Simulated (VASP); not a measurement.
A run of VASP 6.6.1:

Contents of INCAR:

```
SYSTEM = Si16N
ALGO = Normal ; EDIFF = 1E-6
ENCUT = 520 ; GGA = PE
ISIF = 2 ; ISMEAR = -1
ISPIN = 2 ; LASPH = .TRUE.
LCHARG = .FALSE. ; LORBIT = 11
LREAL = Auto ; LWAVE = .FALSE.
MAGMOM = 0 0 0 0 0 0 0 0 0 0 0 0 0 0 0 0 1 ; NBANDS = 52
NELM = 150 ; PREC = Accurate
SIGMA = 0.02
```

Contents of KPOINTS:

```
k-points
0
G
  2 2 2
  0 0 0
```

POSCAR

```
Si16N
1.0
    0.0000000000      5.4300000000      5.4300000000
    5.4300000000      0.0000000000      5.4300000000
    5.4300000000      5.4300000000      0.0000000000
Si N
16 1
Direct
   -0.0053997994      0.0121360707     -0.0060890485
    0.1062837854      0.1599520983      0.1054635144
    0.0535917417     -0.0257671367      0.4738057160
    0.1329595639      0.1217976330      0.6212058919
    0.0149836631      0.5148416107      0.0144420938
    0.1397968297      0.6395601705      0.1390659373
   -0.0054610169      0.4946007339      0.5117148451
    0.1062285593      0.6062006039      0.6595437661
    0.4745609207     -0.0257035684      0.0527368599
    0.6219194226      0.1218144021      0.1322210343
    0.5081922818      0.0086613818      0.5074897572
    0.6345775801      0.1350122826      0.6340028284
    0.5124561435      0.4946086005     -0.0061347669
    0.6600856578      0.6063181707      0.1056120750
    0.4743155082      0.5538003564      0.4736661718
    0.6217063669      0.6333698341      0.6210247672
    0.3266216918      0.8269418560      0.3258789571
```

Potentials or basis: VASP PAW PBE potentials, release 64 (Si, N).

Run with:

```sh
$ cat potpaw_PBE.64/Si/POTCAR potpaw_PBE.64/N/POTCAR > POTCAR
$ mpirun -np 1 vasp_std > vasp.out
```

Hardware: 1 thread of Intel(R) Xeon(R) Platinum 8375C CPU @ 2.90GHz (Ice Lake) (shared host).

Question: Estimate the wall time of this run.

Answer: Wall time 11 min on 1 thread of Intel(R) Xeon(R) Platinum 8375C CPU @ 2.90GHz (Ice Lake), with other jobs on the host, peak memory 0.68 GiB. Counts: scf iterations 20, k points 8.
